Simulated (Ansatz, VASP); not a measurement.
## BeTe: VASP beside Ansatz

```xyz
2
Lattice="0.0000 2.7341 2.7341 2.7341 0.0000 2.7341 2.7341 2.7341 0.0000" Properties=species:S:1:pos:R:3 pbc="T T T"
Be    0.0000    0.0000    0.0000
Te    1.3671    1.3671    1.3671
```

Change from the starting cell: hydrostatic strain -3.3%.

Alike in both runs: task single point; functional r2SCAN; k mesh 8 × 8 × 8; no spin polarisation.

|  | VASP | Ansatz |
| --- | --- | --- |
| version | VASP 6.6.1 | Ansatz 0.2.0 |
| potentials or method | VASP PAW PBE potentials, release 64 (Be, Te) | plane waves, PAW |
| plane-wave cutoff (eV) | 520 | 500 |
| occupations | gaussian, width 0.01 eV | fixed |
| valence electrons in the cell | 8 | 18 |

```csv
,VASP,Ansatz,Ansatz less VASP
gap on the k mesh at the Fermi level (eV),2.10,2.11,+0.012
pressure (GPa),7.6,7.4,-0.27
```

VASP's potentials were made for PBE, not for r2SCAN. VASP's potentials hold 8 valence electrons a cell and Ansatz's 18, so a difference there can come from the potentials and not from the codes.

Spin-orbit coupling is off throughout.
